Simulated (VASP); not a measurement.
Wanted: the native input for a VASP 6.6.1 run.

* Task: electric field gradients
* Functional: PBEsol
* Potentials or basis: VASP PAW PBE potentials, release 64 (Sb)
* Cutoff: 520 eV
* k mesh: 12 × 12 × 7
* Occupations: fermi-dirac, width 0.05 eV
* Spin: no spin polarisation
* Dipole correction: no
* Further INCAR settings: ALGO = Normal; EDIFF = 1e-08; NBANDS = 12

The structure of Sb lies in POSCAR:

```
Sb
1.0
    3.3353101777      0.0000000000      0.0000000000
   -1.6676550889      2.8884633434      0.0000000000
    0.0000000000      0.0000000000      5.3300000000
Sb
2
Direct
    0.3333333333      0.6666666667      0.2500000000
    0.6666666667      0.3333333333      0.7500000000
```

This isn't the form of Sb at room conditions, which is rhombohedral.

This cell differs from its parent crystal: equal xx and yy strain of -1 %.

These files were run (other wordings do the same):

INCAR

```
ALGO = Normal
EDIFF = 1E-8
ENCUT = 520
GGA = PS
ISIF = 2
ISMEAR = -1
LASPH = True
LCHARG = False
LEFG = True
LREAL = False
LWAVE = False
NBANDS = 12
NELM = 60
PREC = Accurate
SIGMA = 0.05
```

KPOINTS

```
k-points
0
Gamma
  12 12 7
```

Potentials or basis: VASP PAW PBE potentials, release 64 (Sb).

The run is started by

```bash
$ cat potpaw_PBE.64/Sb/POTCAR > POTCAR
$ mpirun -np 1 vasp_std > vasp.out
```

Results of the run:

* Pressure: 1.3 GPa
* Band gap on the k mesh: zero (bands 5 and 6 overlap by 7.28 eV)
* Largest electric field gradient by atom: Sb +20.0 V/Å²

Caveat: the cell differs from its parent crystal (equal xx and yy strain of -1 %); without QUAD_EFG the Cq values of the log hold for a quadrupole moment of 1 mb, not for the nuclei; the PAW data sets were made with another functional, which shifts forces and pressure a little; spin-orbit coupling is left out, which moves the levels of the heavy elements.

Wall time 47 s on 1 thread of AMD EPYC 7R13, on a shared host, peak memory 0.17 GiB.
